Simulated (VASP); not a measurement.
Write the native input for VASP 6.6.1 that does the following.

```
Task                   : single point
Functional             : PBE
Potentials or basis    : VASP PAW PBE potentials, release 64 (Cu_sv_GW, W_sv)
Cutoff                 : 820 eV
k mesh                 : 6 × 6 × 2
Occupations            : gaussian, width 0.1 eV
Spin                   : no spin polarisation
Dipole correction      : no
Further INCAR settings : ALGO = Normal; EDIFF = 1e-06; NBANDS = 50
```

The structure of Cu3W2 lies in POSCAR:

```
Cu3W2
1.0
    3.3382495100      0.0000000000      0.0000000000
    0.0000000000      3.3382495100      0.0000000000
    0.0000000000      0.0000000000      8.0491516800
Cu W
3 2
Direct
    0.0000000000      0.0000000000      0.5000000000
    0.5000000000      0.5000000000      0.6024216000
    0.5000000000      0.5000000000      0.3975784000
    0.0000000000      0.0000000000      0.0000000000
    0.5000000000      0.5000000000      0.0000000000
```

The cell was generated, and may not be a known phase.

The input as run:

INCAR

```
PREC     = Accurate       # precision mode
ENCUT    = 820            # plane-wave cutoff, eV
EDIFF    = 1E-6           # SCF threshold, eV
ISMEAR   = 0              # smearing method
SIGMA    = 0.1            # smearing width, eV
LREAL    = False          # projectors in reciprocal space
LASPH    = True           # aspherical terms in the spheres
NELM     = 120            # most SCF steps
ALGO     = Normal         # electronic algorithm
ISIF     = 2              # what is computed and relaxed
LWAVE    = False          # write WAVECAR
LCHARG   = False          # write CHGCAR
GGA      = PE             # functional
NBANDS   = 50             # bands
GGA_COMPAT= False
```

KPOINTS

```
regular mesh
0
Gamma
  6 6 2
```

Potentials or basis: VASP PAW PBE potentials, release 64 (Cu_sv_GW, W_sv).

Command:

```sh
$ cat potpaw_PBE.64/Cu_sv_GW/POTCAR potpaw_PBE.64/W_sv/POTCAR > POTCAR
$ mpirun -np 1 vasp_std > vasp.out
```

Results of the run:

```
Pressure               : 32.4 GPa
Largest force          : 23.291 eV/Å
Band gap on the k mesh : zero (an odd number of electrons rules out a gap without spin polarisation)
```

Caveat: the k points lie up to 0.39 Å⁻¹ apart, too coarse for converged energies and pressures of a metal; atoms lie so close that the PAW spheres overlap strongly, which falsifies energies and pressures; spin-orbit coupling is left out, which moves the levels of the heavy elements; forces of over 1 eV/Å act on the atoms, so gaps and moduli don't describe the material at rest.

Run time: 2.5 min on 1 thread of Intel(R) Xeon(R) 6975P-C (Granite Rapids), on a shared host, peak memory 0.36 GiB.
